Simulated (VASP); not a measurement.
The system is GaAs.

```
Ga As
1.0
     0.00000    2.83309    2.71976
     2.83309    0.00000    2.71976
     2.83309    2.83309    0.00000
Ga As
1 1
Direct
  0.00000 0.00000 0.00000
  0.25000 0.25000 0.25000
```

This cell differs from its parent crystal: uniaxial z strain -4.0%.

Base run:

| Item | Value |
| --- | --- |
| Program | VASP 6.6.1 |
| Functional | r2SCAN |
| Potentials or basis | VASP PAW PBE potentials, release 64 (Ga_d, As) |
| Cutoff | 520 eV |
| k mesh | 8 × 8 × 8 |
| Occupations | gaussian, width 0.01 eV |
| Spin | no spin polarisation |

Its results: band gap on the k mesh 1.11 eV, direct; pressure 3.4 GPa.

Question: The run is repeated on the same cell with these changes: functional from r2SCAN to PBE; k mesh from 8 × 8 × 8 to 4 × 4 × 4. What comes out?

Answer: Band gap on the k mesh 0.61 eV, direct; pressure 6.5 GPa.

Several settings changed at once, so the effect can't be laid on one alone.

Caveats: some runs use coarse meshes; the PAW data sets were made with another functional, which shifts forces and pressure a little (some runs).

A k mesh can miss the band edges.
